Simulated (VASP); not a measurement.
# Ga (Cmce) in VASP: a series of runs, part 2 of 2

VASP 6.6.1.

## (4) Single point, PBEsol (17.92 Å³/atom)

This run uses another cell than the first one, of 17.92 Å³/atom.

File INCAR:

```
SYSTEM = Ga
ALGO     = Fast           ! electronic algorithm
EDIFF    = 1E-6           ! SCF threshold, eV
ENCUT    = 520            ! plane-wave cutoff, eV
GGA      = PS             ! functional
ISIF     = 2              ! what is computed and relaxed
ISMEAR   = 0              ! smearing method
LASPH    = .TRUE.         ! aspherical terms in the spheres
LCHARG   = .TRUE.         ! write CHGCAR
LELF     = .TRUE.         ! ELF
LREAL    = .FALSE.        ! projectors in reciprocal space
LVHAR    = .TRUE.       
LWAVE    = .FALSE.        ! write WAVECAR
NBANDS   = 34             ! bands
NELM     = 60             ! most SCF steps
PREC     = Accurate       ! precision mode
SIGMA    = 0.1            ! smearing width, eV
```

File KPOINTS:

```
k-points
0
G
  12 12 10
  0 0 0
```

File POSCAR:

```
Ga
1.0
    2.1859132011     -3.7302075554      0.0000000000
    2.1859132011      3.7302075554      0.0000000000
    0.0000000000      0.0000000000      4.3952135400
Ga
4
Direct
    0.8444722126      0.1555277874      0.0830363724
    0.6555277874      0.3444722126      0.5830363724
    0.1555277874      0.8444722126      0.9169636276
    0.3444722126      0.6555277874      0.4169636276
```

Potentials or basis: VASP PAW PBE potentials, release 64 (Ga_d).

Launch:

```bash
$ cat potpaw_PBE.64/Ga_d/POTCAR > POTCAR
$ mpirun -np 1 vasp_std > vasp.out
```

OUTCAR:

```text
SYSTEM = Ga
   EDIFF = 1E-6
   ENCUT = 520
   GGA = PS
   ISIF = 2
   ISMEAR = 0
   LASPH = .TRUE.
   LREAL = .FALSE.
   NELM = 60
   PREC = Accurate

 ion  position               nearest neighbor table
   1  0.844  0.156  0.083-   3 2.43   2 2.61   2 2.61   4 2.63   4 2.63   3 2.70   3 2.70
   2  0.656  0.344  0.583-   4 2.43   1 2.61   1 2.61   3 2.63   3 2.63   4 2.70   4 2.70
   3  0.156  0.844  0.917-   1 2.43   4 2.61   4 2.61   2 2.63   2 2.63   1 2.70   1 2.70
   4  0.344  0.656  0.417-   2 2.43   3 2.61   3 2.61   1 2.63   1 2.63   2 2.70   2 2.70

  LATTYP: Found a base centered orthorhombic cell.
 ALAT       =     4.3718264022
 B/A-ratio  =     1.7064756064
 C/A-ratio  =     1.0053495120

  Lattice vectors:

 A1 = (   2.1859132011,  -3.7302075554,   0.0000000000)
 A2 = (   2.1859132011,   3.7302075554,   0.0000000000)
 A3 = (   0.0000000000,   0.0000000000,   4.3952135400)

Analysis of symmetry for initial positions (statically):
=====================================================================
 Subroutine PRICEL returns:
 Original cell was already a primitive cell.

 Routine SETGRP: Setting up the symmetry group for a
 base centered orthorhombic supercell.

 Subroutine GETGRP returns: Found  8 space group operations
 (whereof  4 operations were pure point group operations)
 out of a pool of  8 trial point group operations.

The static configuration has the point symmetry C_2h.
 The point group associated with its full space group is D_2h.

Analysis of symmetry for dynamics (positions and initial velocities):
=====================================================================
 Subroutine PRICEL returns:
 Original cell was already a primitive cell.

 Routine SETGRP: Setting up the symmetry group for a
 base centered orthorhombic supercell.

 Subroutine GETGRP returns: Found  8 space group operations
 (whereof  4 operations were pure point group operations)
 out of a pool of  8 trial point group operations.

The dynamic configuration has the point symmetry C_2h.
 The point group associated with its full space group is D_2h.

 Subroutine INISYM returns: Found  8 space group operations
 (whereof  4 operations are pure point group operations),
 and found     1 'primitive' translations

----------------------------------------------------------------------------------------

                                     Primitive cell

  volume of cell :      71.6764

  direct lattice vectors                    reciprocal lattice vectors
     2.185913201 -3.730207555  0.000000000     0.228737353 -0.134040799  0.000000000
     2.185913201  3.730207555  0.000000000     0.228737353  0.134040799  0.000000000
     0.000000000  0.000000000  4.395213540     0.000000000  0.000000000  0.227520231

  length of vectors
     4.323501466  4.323501466  4.395213540     0.265118299  0.265118299  0.227520231

  position of ions in fractional coordinates (direct lattice)
     0.844472213  0.155527787  0.083036372
     0.655527787  0.344472213  0.583036372
     0.155527787  0.844472213  0.916963628
     0.344472213  0.655527787  0.416963628

  ion indices of the primitive-cell ions
   primitive index   ion index
                 1           1
                 2           2
                 3           3
                 4           4

[... 30 lines left out ...]
  0.166667  0.000000  0.000000      4.000000
  0.250000  0.000000  0.000000      4.000000
  0.333333  0.000000  0.000000      4.000000
  0.416667  0.000000  0.000000      4.000000
[... 16 lines left out ...]
  0.500000  0.166667  0.000000      4.000000
 -0.416667  0.166667  0.000000      4.000000
 [... further k-points ...]
   k-points           NKPTS =    258   k-points in BZ     NKDIM =    258   number of bands    NBANDS=     34
   number of dos      NEDOS =    301   number of ions     NIONS =      4
   total plane-waves  NPLWV =  36864
   dimension x,y,z NGX =    32 NGY =   32 NGZ =   36
   dimension x,y,z NGXF=    64 NGYF=   64 NGZF=   72
   ions per type =               4
   NGX,Y,Z   is equivalent  to a cutoff of  12.30, 12.30, 13.62 a.u.
   NGXF,Y,Z  is equivalent  to a cutoff of  24.61, 24.61, 27.23 a.u.
 SYSTEM =  Ga
   PREC   = accura    normal or accurate (medium, high low for compatibility)
   ISTART =      0    job   : 0-new  1-cont  2-samecut
   ICHARG =      2    charge: 1-file 2-atom 10-const
   ISPIN  =      1    spin polarized calculation?
   LNONCOLLINEAR =      F non collinear calculations
   LSORBIT =      F    spin-orbit coupling
   LASPH  =      T    aspherical Exc in radial PAW
   ENCUT  =  520.0 eV  38.22 Ry    6.18 a.u.   8.04  8.04  8.17*2*pi/ulx,y,z
   NELM   =     60;   NELMIN=  2; NELMDL= -5     # of ELM steps
   EDIFF  = 0.1E-05   stopping-criterion for ELM
   LREAL  =      F    real-space projection
   EDIFFG = 0.1E-04   stopping-criterion for IOM
   NSW    =      0    number of steps for IOM
   IBRION =     -1    ionic relax: 0-MD 1-quasi-New 2-CG
   NFREE  =      0    steps in history (QN), initial steepest desc. (CG)
   ISIF   =      2    stress and relaxation
   ISYM   =      2    0-nonsym 1-usesym 2-fastsym
   POTIM  = 0.5000    time-step for ionic-motion
   TEBEG  =    0.0;   TEEND  =   0.0 temperature during run
   PSTRESS=    0.0 pullay stress
   NELECT =      52.0000    total number of electrons
   NUPDOWN=      -1.0000    fix difference up-down
   EMIN   =  10.00;   EMAX   =-10.00  energy-range for DOS
   EFERMI =   0.00;   METHOD = LEGACY
   ISMEAR =     0;   SIGMA  =   0.10  broadening in eV -4-tet -1-fermi 0-gaus
   EFERMI_NEDOS =   21; number of points for ismear=-14 and -15
   IALGO  =     68    algorithm
   IMIX   =      4    mixing-type and parameters
     AMIX     =   0.40;   BMIX     =  1.00
     AMIX_MAG =   1.60;   BMIX_MAG =  1.00
  volume/ion in A,a.u.               =      17.92       120.92
  Fermi-wavevector in a.u.,A,eV,Ry     =   1.471016  2.779817 29.441474  2.163887
  Thomas-Fermi vector in A             =   2.586203
   LORBIT       =      0    0 simple, 1 ext, 2 COOP (PROOUT), +10 PAW based schemes
   GGA     = PS    functional components
   LHFCALC =     F    Hartree Fock is set to
   AEXX    =    0.0000 exact exchange contribution
   IVDW    =     0    specifies the selected vdW correction
   LEPSILON=     F    determine dielectric tensor
   LRPA    =     F    only Hartree local field effects (RPA)
 non-spin polarized calculation
 RMM-DIIS sequential band-by-band and
 Gauss-broadening in eV      SIGMA  =   0.10
  energy-cutoff  :      520.00
  volume of cell :       71.68
 maximum number of plane-waves:      1958
   NGX = 17   NGY = 17   NGZ = 17

 number of electron      51.9999989 magnetization

 Free energy of the ion-electron system (eV)
  ---------------------------------------------------
  ext. energy  EPLUGINS =         0.00000000
  ---------------------------------------------------
  free energy    TOTEN  =       -13.35249384 eV

  energy without entropy =      -13.34924025  energy(sigma->0) =      -13.35086704

 E-fermi :   5.6622     XC(G=0): -11.2508

 val. band max:        5.6448535349   @ k =  -0.3333   0.1667   0.0000
 cond. band min:       5.6676482530   @ k =   0.0833   0.0000   0.4000
 fundamental gap:      0.0227947181
 Fermi energy:         5.6622213613

 k-point     1 :       0.0000    0.0000    0.0000
  band No.  band energies     occupation
      1      -9.5650      2.00000
      2      -9.5549      2.00000
      3      -9.5070      2.00000
      4      -9.4866      2.00000
      5      -9.4687      2.00000
      6      -9.4419      2.00000
[... 877 lines left out ...]
     33      13.4295      0.00000
     34      14.4246      0.00000

 [... further k-points ...]

------------------------ aborting loop because EDIFF is reached ----------------------------------------

  FORCE on cell =-STRESS in cart. coord.  units (eV):
  Direction    XX          YY          ZZ          XY          YZ          ZX
  --------------------------------------------------------------------------------------
  -------------------------------------------------------------------------------------
  Total        1.9935952      1.9789552      2.0239944      0.0000000      0.0000000      0.0000000
  in kB       44.5627188     44.2354704     45.2422292      0.0000000      0.0000000      0.0000000
  external PRESSURE =      44.6801394 kB  Pullay stress =       0.0000000 kB

 VOLUME and BASIS-vectors are now :
 -----------------------------------------------------------------------------
  energy-cutoff  :      520.00
  volume of cell :       71.68
      direct lattice vectors                 reciprocal lattice vectors
     2.185913201 -3.730207555  0.000000000     0.228737353 -0.134040799  0.000000000
     2.185913201  3.730207555  0.000000000     0.228737353  0.134040799  0.000000000
     0.000000000  0.000000000  4.395213540     0.000000000  0.000000000  0.227520231

 POSITION                                       TOTAL-FORCE (eV/Angst)
 -----------------------------------------------------------------------------------
      2.18591     -2.56991      0.36496         0.000000     -0.010195      0.001165
      2.18591     -1.16030      2.56257         0.000000      0.010195      0.001165
      2.18591      2.56991      4.03025         0.000000      0.010195     -0.001165
      2.18591      1.16030      1.83264         0.000000     -0.010195     -0.001165
 -----------------------------------------------------------------------------------
    total drift:                                0.000000      0.000000      0.000000

  FREE ENERGIE OF THE ION-ELECTRON SYSTEM (eV)
  ---------------------------------------------------
  free  energy   TOTEN  =       -13.3524938392 eV

  energy  without entropy=      -13.3492402453  energy(sigma->0) =      -13.35086704
```

It took 4 min on 1 thread of Intel Xeon 6975P-C (Granite Rapids), shared host; peak memory 0.52 GiB.

What came out:

```yaml
Free_energy: -13.3525 eV
Pressure: 4.5 GPa
Largest_force: 0.010 eV/Å
Band_gap_on_the_k_mesh: zero (bands 26 and 27 overlap by 1.36 eV)
```

Forces in eV/Å, atoms in the order of the input:
```
Ga   0.000 -0.010  0.001
Ga   0.000  0.010  0.001
Ga   0.000  0.010 -0.001
Ga   0.000 -0.010 -0.001
```

Caveat: the cell stands under pressure; the PAW data sets were made with another functional, which shifts forces and pressure a little.

## (5) The runs side by side

```tsv
cell	gap on the mesh (eV)	pressure (GPa)	largest force (eV/Å)
a = 4.485, b = 4.485, c = 4.586 Å, angles 90.0, 90.0, 118.8°, 4 atoms, atomic positions A	none	-3.0	0.01
a = 4.536, b = 4.536, c = 4.646 Å, angles 90.0, 90.0, 118.7°, 4 atoms, atomic positions B	none	-4.4	0.01
a = 4.324, b = 4.324, c = 4.395 Å, angles 90.0, 90.0, 119.3°, 4 atoms, atomic positions C	none	4.5	0.01
```

Alike in all rows: task single point; level PBEsol; potentials or basis VASP PAW PBE potentials, release 64 (Ga_d); no spin polarisation; k mesh 12 × 12 × 10; cutoff (eV) 520; smearing gaussian 0.1 eV.

Caveats: the PAW data sets were made with another functional, which shifts forces and pressure a little; the cell stands under tension (at least some runs); the cell stands under pressure (at least some runs).

Total energies depend on the potentials used, so only differences within one code and one set of settings carry meaning.

The gap in the log of VASP goes by the Fermi energy; the results here count the filled bands.